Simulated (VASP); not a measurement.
Here is a VASP 6.6.1 calculation.

INCAR

```
PREC = Accurate ; ENCUT = 600
EDIFF = 1E-7 ; ISMEAR = -1
SIGMA = 0.02 ; LREAL = False
LASPH = True ; NELM = 60
ALGO = Normal ; ISIF = 3
LWAVE = False ; LCHARG = False
GGA = PE ; IBRION = 2
NSW = 60 ; EDIFFG = -0.03
PSTRESS = 100.0
```

KPOINTS

```
Automatic mesh
0
Gamma
  8 8 4
```

POSCAR

```
I
1.0
    3.5900000000      0.0000000000      0.0000000000
   -1.7950000000      3.1090311996      0.0000000000
    0.0000000000      0.0000000000      5.8624700000
I
2
Direct
    0.3333333333      0.6666666667      0.2500000000
    0.6666666667      0.3333333333      0.7500000000
```

Potentials or basis: VASP PAW PBE potentials, release 64 (I).

Run with:

```console
$ cat potpaw_PBE.64/I/POTCAR > POTCAR
$ mpirun -np 1 vasp_std > vasp.out
```

Q: Estimate the band gap on the k mesh.

A: Zero (bands 7 and 8 overlap by 3.89 eV).

Q: Estimate the relaxed cell.

A: a = 3.179 Å, b = 3.179 Å, c = 6.682 Å, α = 90.00°, β = 90.00°, γ = 120.00°.

Q: What does it give for the space group after relaxing (to 0.1 Å)?

A: P6_3/mmc (No. 194).

The path:
```csv
step,energy change (eV),largest force (eV/Å),pressure (GPa),volume (Å³)
1,0.0000,0.0000,2.36,65.43
2,0.6751,0.0000,16.79,51.73
3,0.3245,0.0000,10.23,56.05
4,0.3112,0.0000,10.50,55.79
5,0.3104,0.0000,10.65,55.67
6,0.3109,0.0000,11.14,55.41
7,0.3150,0.0000,12.61,54.79
8,0.4192,0.0000,18.30,53.24
9,0.3172,0.0000,13.86,54.36
10,0.3381,0.0000,15.77,53.82
11,0.3195,0.0000,15.73,54.00
12,0.2822,0.0000,15.74,54.45
13,0.2452,0.0000,15.09,54.84
14,0.1423,0.0000,13.26,56.01
15,-0.0303,0.0000,10.06,58.39
16,-0.0353,0.0000,9.98,58.47
17,-0.0359,0.0000,9.96,58.48
```

Caveat: the cell is relaxed towards a set pressure, so the run minimises the enthalpy, not the energy; spin-orbit coupling is left out, which moves the levels of the heavy elements; this functional lacks dispersion, which binds the layers, so the pressure and a relaxed spacing across them are unreliable.
